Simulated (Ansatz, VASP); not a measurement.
**One calculation of BN, two programs**

```
B N
1.0
     2.59483    0.00000    0.00000
    -1.29741    2.24719    0.00000
     0.00000    0.00000    4.29197
B N
2 2
Cartesian
  0.0000 1.4981 -0.0002
  1.2974 0.7491 2.1458
  0.0000 1.4981 1.6097
  1.2974 0.7491 3.7557
```

Change from the starting cell: hydrostatic strain +2.0%.

Alike in both runs: task single point; functional r2SCAN; k mesh 12 × 12 × 6; no spin polarisation.

|  | VASP | Ansatz |
| --- | --- | --- |
| version | VASP 6.6.1 | Ansatz 0.2.0 |
| potentials or method | VASP PAW PBE potentials, release 64 (B, N) | plane waves, PAW |
| plane-wave cutoff (eV) | 520 | 500 |
| occupations | gaussian, width 0.01 eV | fixed |
| valence electrons in the cell | 16 | 16 |

```csv
,VASP,Ansatz,Ansatz less VASP
gap on the k mesh at the Fermi level (eV),5.82,5.85,+0.029
pressure (GPa),-20.0,-20.9,-0.89
"traceless stress, the component that is largest in VASP (GPa)",-0.08,-0.06,+0.018
```

VASP's potentials were made for PBE, not for r2SCAN.
